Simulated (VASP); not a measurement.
# B24N23 (a cell with a defect) in VASP: single point with PBE

Aim: the single point of B24N23 (a cell with a defect) with PBE.

Program: VASP 6.6.1. These are calculated values, not measurements. Logs are shortened: lines on timing, memory, paths and dates and some standing lists are left out, and cuts for length are marked.

### 1 The cell of the first run

The cell holds a defect, 47 atoms: a = 6.118 Å, b = 6.118 Å, c = 8.750 Å, α = 109.49°, β = 109.49°, γ = 92.61°.

### 2 Single point, PBE, collinear spin

The input, INCAR:

```
SYSTEM = B24N23
  PREC = Accurate
  ENCUT = 520
  EDIFF = 1E-6
  ISMEAR = 0
  SIGMA = 0.05
  LREAL = Auto
  LASPH = .TRUE.
  NELM = 200
  ALGO = Normal
  ISIF = 2
  LWAVE = .FALSE.
  LCHARG = .FALSE.
  ISPIN = 2
  MAGMOM = 0.17 0 0 0 0 0 0 0 0 0 0 0 0.01 0.02 0.06 0.01 0 0 0 0 0 0 0.01 -0.01 0 0 0 0 0 0 0 0 0 0 0 0 0.01 0.01 0 0 0 0 0 0 0 0.01 0.01
  LORBIT = 11
  GGA = PE
  NBANDS = 126
  GGA_COMPAT = .FALSE.
  KPAR = 2
  NCORE = 2
```

The input, KPOINTS:

```
regular mesh
0
G
  2 2 2
  0 0 0
```

The input, POSCAR:

```
B24N23
1.0
   -3.8309090000      2.2117770000     -4.2268550000
    3.8309090000     -2.2117770000     -4.2268550000
   -3.8309090000     -6.6353300000      4.2268550000
B N
24 23
Direct
    0.6568395637      0.3263078435      0.0051063072
    0.1672044792      0.8345754243     -0.0009718009
    0.8326461615      0.0041170343      0.8338611941
    0.3367366561      0.4998028084      0.8332380580
    0.0013357020      0.6677845537      0.6655392761
    0.5012315145      0.1685602954      0.6684335964
    0.1663753198      0.3331867605      0.4992926190
    0.6664959562      0.8334311431      0.4996013688
    0.3323802544     -0.0012383576      0.3327755171
    0.8308576183      0.4985351976      0.3319052394
    0.4999597517      0.6650045219      0.1664838074
   -0.0033882498      0.1666954180      0.1646021283
    0.5837152721      0.9138958910     -0.0006978669
    0.0857418916      0.4237666564     -0.0027989030
    0.7591824003      0.5908294945      0.8305466277
    0.2493980452      0.0846415016      0.8332030566
    0.9172698944      0.2519185983      0.6666086843
    0.4185675772      0.7500698732      0.6662417206
    0.0829609838      0.9169131247      0.4984071980
    0.5835485744      0.4172535133      0.4999686757
    0.2481411531      0.5827708200      0.3316087337
    0.7503832571      0.0817895449      0.3323367031
    0.4130568006      0.2496435319      0.1667286622
    0.9159734659      0.7459829276      0.1622646233
    0.3530120689      0.0203602127     -0.0005229248
    0.0174937352      0.1932151844      0.8341724304
    0.5260836334      0.6855220595      0.8347173477
    0.1877004313      0.8542269688      0.6656739609
    0.6902676581      0.3563412090      0.6695599492
    0.3537694286      0.5204541402      0.4991138972
    0.8539370231      0.0205026783      0.4993495890
    0.5191073187      0.1855758576      0.3328700906
    0.0176534885      0.6838675896      0.3286025897
    0.6877984329      0.8478882927      0.1635898616
    0.1802781910      0.3562755373      0.1635873055
    0.7684644699      0.1028737572      0.0000690135
    0.2719763897      0.6053475157     -0.0007015427
    0.9391796487      0.7748393345      0.8314676004
    0.4375001728      0.2710979942      0.8342125990
    0.1052716895      0.4382664071      0.6663922227
    0.6042204266      0.9382403401      0.6665439835
    0.2706432224      0.1041684515      0.4998022917
    0.7708041231      0.6039388255      0.4996683707
    0.4365122596      0.7704681634      0.3328903179
    0.9360776276      0.2695386489      0.3325333108
    0.5987617205      0.4350933690      0.1687239953
    0.1023254063      0.9355577896      0.1648182780
```

Potentials or basis: VASP PAW PBE potentials, release 64 (B, N).

Launch:

```sh
$ cat potpaw_PBE.64/B/POTCAR potpaw_PBE.64/N/POTCAR > POTCAR
$ mpirun -np 4 vasp_std > vasp.out
```

OUTCAR:

```text
SYSTEM = B24N23
   PREC = Accurate
   ENCUT = 520
   EDIFF = 1E-6
   ISMEAR = 0
   LREAL = Auto
   LASPH = .TRUE.
   NELM = 200
   ISIF = 2
   ISPIN = 2
   LORBIT = 11
   GGA = PE

 ion  position               nearest neighbor table
   1  0.657  0.326  0.005-  46 1.53  36 1.55  39 1.56
   2  0.167  0.835  0.999-  47 1.57  38 1.57  37 1.57  25 1.57
   3  0.833  0.004  0.834-  41 1.56  36 1.57  38 1.57  26 1.58
   4  0.337  0.500  0.833-  39 1.56  37 1.57  40 1.58  27 1.58
   5  0.001  0.668  0.666-  38 1.56  43 1.57  40 1.57  28 1.58
   6  0.501  0.169  0.668-  39 1.56  41 1.57  42 1.58  29 1.59
   7  0.166  0.333  0.499-  40 1.57  42 1.57  45 1.57  30 1.58
   8  0.666  0.833  0.500-  41 1.57  43 1.57  44 1.57  31 1.58
   9  0.332  0.999  0.333-  44 1.56  42 1.57  47 1.58  32 1.58
  10  0.831  0.499  0.332-  46 1.56  43 1.57  45 1.57  33 1.59
  11  0.500  0.665  0.166-  46 1.56  37 1.57  44 1.57  34 1.58
  12  0.997  0.167  0.165-  36 1.55  45 1.57  47 1.58  35 1.58
  13  0.584  0.914  0.999-  27 1.56  34 1.56  36 1.58  25 1.58
  14  0.086  0.424  0.997-  37 1.55  26 1.55  35 1.58
  15  0.759  0.591  0.831-  38 1.53  29 1.56  27 1.57
  16  0.249  0.085  0.833-  25 1.57  28 1.58  39 1.58  26 1.60
  17  0.917  0.252  0.667-  26 1.56  29 1.56  31 1.58  40 1.58
[... 28 lines left out ...]
  46  0.599  0.435  0.169-   1 1.53  11 1.56  10 1.56  23 1.56
  47  0.102  0.936  0.165-   2 1.57   9 1.58  24 1.58  12 1.58

  LATTYP: Found a face centered orthorhombic cell.
 ALAT       =     8.4537100000
 B/A-ratio  =     1.0465353114
 C/A-ratio  =     1.8126523958

  Lattice vectors:

 A1 = (   0.0000000000,  -8.8471070000,   0.0000000000)
 A2 = (  -3.8309090000,  -6.6353300000,  -4.2268550000)
 A3 = (   3.8309090000,  -2.2117770000,  -4.2268550000)

Analysis of symmetry for initial positions (statically):
=====================================================================
 Subroutine PRICEL returns:
 Original cell was already a primitive cell.

 Routine SETGRP: Setting up the symmetry group for a
 face centered orthorhombic supercell.

 Subroutine GETGRP returns: Found  1 space group operations
 (whereof  1 operations were pure point group operations)
 out of a pool of  8 trial point group operations.

The static configuration has the point symmetry C_1 .

Analysis of symmetry for dynamics (positions and initial velocities):
=====================================================================
 Subroutine PRICEL returns:
 Original cell was already a primitive cell.

 Routine SETGRP: Setting up the symmetry group for a
 face centered orthorhombic supercell.

 Subroutine GETGRP returns: Found  1 space group operations
 (whereof  1 operations were pure point group operations)
 out of a pool of  8 trial point group operations.

The dynamic configuration has the point symmetry C_1 .

Analysis of structural, dynamic, and magnetic symmetry:
=====================================================================
 Subroutine PRICEL returns:
 Original cell was already a primitive cell.

 Routine SETGRP: Setting up the symmetry group for a
 face centered orthorhombic supercell.

 Subroutine GETGRP returns: Found  1 space group operations
 (whereof  1 operations were pure point group operations)
 out of a pool of  8 trial point group operations.

The overall configuration has the point symmetry C_1 .

 Subroutine INISYM returns: Found  1 space group operations
 (whereof  1 operations are pure point group operations),
 and found     1 'primitive' translations

----------------------------------------------------------------------------------------

                                     Primitive cell

  volume of cell :     286.5170

  direct lattice vectors                    reciprocal lattice vectors
    -3.830909000  2.211777000 -4.226855000    -0.130517326  0.000000000 -0.118291259
     3.830909000 -2.211777000 -4.226855000     0.065258656 -0.113031299 -0.118291259
    -3.830909000 -6.635330000  4.226855000    -0.065258671 -0.113031299  0.000000000

  length of vectors
     6.118343277  6.118343277  8.750415485     0.176146514  0.176146498  0.130517312

  position of ions in fractional coordinates (direct lattice)
     0.656839564  0.326307843  0.005106307
     0.167204479  0.834575424  0.999028199
[... 139 lines left out ...]
   NGXF,Y,Z  is equivalent  to a cutoff of  26.08, 26.08, 26.60 a.u.
 SYSTEM =  B24N23
   PREC   = accura    normal or accurate (medium, high low for compatibility)
   ISTART =      0    job   : 0-new  1-cont  2-samecut
   ICHARG =      2    charge: 1-file 2-atom 10-const
   ISPIN  =      2    spin polarized calculation?
   LNONCOLLINEAR =      F non collinear calculations
   LSORBIT =      F    spin-orbit coupling
   LASPH  =      T    aspherical Exc in radial PAW
   ENCUT  =  520.0 eV  38.22 Ry    6.18 a.u.  11.38 11.38 16.27*2*pi/ulx,y,z
   NELM   =    200;   NELMIN=  2; NELMDL= -5     # of ELM steps
   EDIFF  = 0.1E-05   stopping-criterion for ELM
   LREAL  =      T    real-space projection
   EDIFFG = 0.1E-04   stopping-criterion for IOM
   NSW    =      0    number of steps for IOM
   IBRION =     -1    ionic relax: 0-MD 1-quasi-New 2-CG
   NFREE  =      0    steps in history (QN), initial steepest desc. (CG)
   ISIF   =      2    stress and relaxation
   ISYM   =      2    0-nonsym 1-usesym 2-fastsym
   POTIM  = 0.5000    time-step for ionic-motion
   TEBEG  =    0.0;   TEEND  =   0.0 temperature during run
   PSTRESS=    0.0 pullay stress
   NELECT =     187.0000    total number of electrons
   NUPDOWN=      -1.0000    fix difference up-down
   EMIN   =  10.00;   EMAX   =-10.00  energy-range for DOS
   EFERMI =   0.00;   METHOD = LEGACY
   ISMEAR =     0;   SIGMA  =   0.05  broadening in eV -4-tet -1-fermi 0-gaus
   EFERMI_NEDOS =   21; number of points for ismear=-14 and -15
   IALGO  =     38    algorithm
   IMIX   =      4    mixing-type and parameters
     AMIX     =   0.40;   BMIX     =  1.00
     AMIX_MAG =   1.60;   BMIX_MAG =  1.00
  volume/ion in A,a.u.               =       6.10        41.14
  Fermi-wavevector in a.u.,A,eV,Ry     =   1.420055  2.683515 27.436919  2.016557
  Thomas-Fermi vector in A             =   2.541011
   LORBIT       =     11    0 simple, 1 ext, 2 COOP (PROOUT), +10 PAW based schemes
   GGA     = PE    functional components
   LHFCALC =     F    Hartree Fock is set to
   AEXX    =    0.0000 exact exchange contribution
   IVDW    =     0    specifies the selected vdW correction
   LEPSILON=     F    determine dielectric tensor
   LRPA    =     F    only Hartree local field effects (RPA)
 spin polarized calculation
 Gauss-broadening in eV      SIGMA  =   0.05
  energy-cutoff  :      520.00
  volume of cell :      286.52
 maximum number of plane-waves:      7763
 NGX is ok and might be reduce to    48
   NGX = 23   NGY = 23   NGZ = 33

 number of electron     187.0000001 magnetization       1.0002206

 Free energy of the ion-electron system (eV)
  ---------------------------------------------------
  ext. energy  EPLUGINS =         0.00000000
  ---------------------------------------------------
  free energy    TOTEN  =      -401.94444547 eV

  energy without entropy =     -401.94444547  energy(sigma->0) =     -401.94444547

 E-fermi :  11.1833     XC(G=0): -12.6552

 val. band max:       10.8968371953   @ k =   0.0000   0.0000   0.0000
 cond. band min:      11.4614499998   @ k =   0.0000   0.0000   0.0000
 fundamental gap:      0.5646128045
 Fermi energy:        11.1832610032

 spin component 1

 k-point     1 :       0.0000    0.0000    0.0000
  band No.  band energies     occupation
      1     -13.0305      1.00000
      2     -11.3799      1.00000
      3     -11.2562      1.00000
      4     -10.1147      1.00000
      5     -10.0923      1.00000
      6     -10.0721      1.00000
[... 853 lines left out ...]
    104      15.5795      0.00000
    105      15.6537      0.00000
 Fermi energy:        11.1832610032

 spin component 2

 k-point     1 :       0.0000    0.0000    0.0000
  band No.  band energies     occupation
      1     -13.0146      1.00000
      2     -11.3658      1.00000
      3     -11.2379      1.00000
      4     -10.0950      1.00000
      5     -10.0815      1.00000
      6     -10.0679      1.00000
[... 853 lines left out ...]
    104      15.6428      0.00000
    105      15.7061      0.00000
 [bands above 105 left out]

------------------------ aborting loop because EDIFF is reached ----------------------------------------

  FORCE on cell =-STRESS in cart. coord.  units (eV):
  Direction    XX          YY          ZZ          XY          YZ          ZX
  --------------------------------------------------------------------------------------
  -------------------------------------------------------------------------------------
  Total       -6.6077429     -5.7289907      6.2979409      0.5581042     -3.2873337     -1.1998838
  in kB      -36.9498993    -32.0359967     35.2175147      3.1208681    -18.3824719     -6.7096412
  external PRESSURE =     -11.2561271 kB  Pullay stress =       0.0000000 kB

 VOLUME and BASIS-vectors are now :
 -----------------------------------------------------------------------------
  energy-cutoff  :      520.00
  volume of cell :      286.52
      direct lattice vectors                 reciprocal lattice vectors
    -3.830909000  2.211777000 -4.226855000    -0.130517326  0.000000000 -0.118291259
     3.830909000 -2.211777000 -4.226855000     0.065258656 -0.113031299 -0.118291259
    -3.830909000 -6.635330000  4.226855000    -0.065258671 -0.113031299  0.000000000

 POSITION                                       TOTAL-FORCE (eV/Angst)
 -----------------------------------------------------------------------------------
     -1.28580      0.69718     -4.13404         0.017313      0.011134     -0.011684
     -1.27055     -8.10496     -0.01163        -0.002318      0.002205     -0.005859
     -6.36847     -3.70042     -0.01227         0.002008     -0.007527     -0.009042
     -2.56737     -5.88948     -0.01395         0.000596     -0.004344      0.001756
      0.00348     -5.89011     -0.01514         0.001746      0.004628     -0.002542
     -3.83514     -3.69948     -0.00574         0.000201     -0.006893     -0.009209
[... 39 lines left out ...]
     -1.27336     -0.75754     -3.65678         0.001555     -0.004986      0.000743
      2.56063     -2.93655     -3.69032        -0.009955     -0.000739      0.003589
 -----------------------------------------------------------------------------------
    total drift:                                0.002676      0.009923      0.003825

  FREE ENERGIE OF THE ION-ELECTRON SYSTEM (eV)
  ---------------------------------------------------
  free  energy   TOTEN  =      -401.9444454652 eV

  energy  without entropy=     -401.9444454652  energy(sigma->0) =     -401.94444547

 total charge

# of ion       s       p       d       tot
------------------------------------------
    1        0.674   1.318   0.000   1.992
    2        0.682   1.335   0.000   2.017
    3        0.673   1.342   0.000   2.016
    4        0.673   1.343   0.000   2.015
    5        0.675   1.351   0.000   2.026
    6        0.671   1.332   0.000   2.003
[... 39 lines left out ...]
   46        1.217   2.770   0.000   3.987
   47        1.215   2.738   0.000   3.953
--------------------------------------------------
tot         44.062  94.967   0.000 139.029

 magnetization (x)

# of ion       s       p       d       tot
------------------------------------------
    1        0.061   0.263   0.000   0.324
    2        0.003   0.002   0.000   0.005
    3        0.001   0.004   0.000   0.005
    4        0.001   0.004   0.000   0.004
    5        0.000   0.002   0.000   0.003
    6        0.000   0.001   0.000   0.001
[... 39 lines left out ...]
   46        0.001   0.004   0.000   0.005
   47        0.002   0.004   0.000   0.006
--------------------------------------------------
tot          0.120   0.445   0.000   0.565
```

Wall time 11 min (4 MPI ranks of AMD EPYC 9755, shared host); peak memory 0.42 GiB.

Results:

| Property | Result |
| --- | --- |
| Free energy | -401.9444 eV |
| Pressure | -1.1 GPa |
| Largest force | 0.044 eV/Å |
| Band gap on the k mesh | 0.56 eV |
| Net moment | 1.00 μB per cell |
| Site moments | B +0.32, +0.01, +0.00, +0.04, +0.10, -0.02 (each value once); N +0.00, -0.00, +0.01 (each value once) μB |
| Valence electrons inside the program's atomic spheres | B 1.99, 2.02, 2.03, 2.00, 2.01, 1.89, 1.92, 1.86 (each value once); N 3.97, 3.96, 3.95, 3.98, 3.99 (each value once) |

Forces on the atoms (eV/Å):
```
B    0.017  0.011 -0.012
B   -0.002  0.002 -0.006
B    0.002 -0.008 -0.009
B    0.001 -0.004  0.002
B    0.002  0.005 -0.003
B    0.000 -0.007 -0.009
B   -0.001 -0.003 -0.005
B   -0.002 -0.003 -0.005
B    0.007 -0.006 -0.009
B   -0.005 -0.001 -0.012
B    0.009  0.002  0.003
B   -0.004  0.000 -0.016
B    0.011  0.002 -0.008
B    0.014  0.010  0.001
B   -0.039 -0.011  0.017
B    0.000 -0.002 -0.004
B    0.007  0.009  0.001
B    0.006  0.003 -0.001
B    0.000  0.006  0.001
B   -0.001 -0.003  0.003
B   -0.006  0.002 -0.005
B    0.003 -0.008  0.001
B    0.010 -0.002 -0.003
B    0.005  0.001  0.004
N   -0.008  0.001  0.011
N   -0.015 -0.004  0.002
N    0.005  0.004  0.004
N   -0.008 -0.002  0.002
N    0.011  0.013  0.005
N    0.002  0.002  0.008
N    0.003 -0.003  0.002
N   -0.006  0.005  0.012
N   -0.002 -0.003  0.005
N   -0.012 -0.002  0.001
N    0.000  0.000  0.007
N    0.009  0.001  0.001
N   -0.006 -0.004  0.003
N   -0.002  0.002  0.004
N   -0.006  0.000  0.006
N    0.001 -0.002 -0.003
N    0.008  0.002  0.003
N   -0.003  0.002 -0.001
N    0.002  0.002 -0.003
N   -0.001  0.001  0.004
N    0.004 -0.006 -0.002
N    0.002 -0.005  0.001
N   -0.010 -0.001  0.004
```

Stress tensor (GPa, compression positive):
```
-3.69  0.31 -0.67
 0.31 -3.20 -1.84
-0.67 -1.84  3.52
```

Caveat: the k points lie up to 0.55 Å⁻¹ apart.
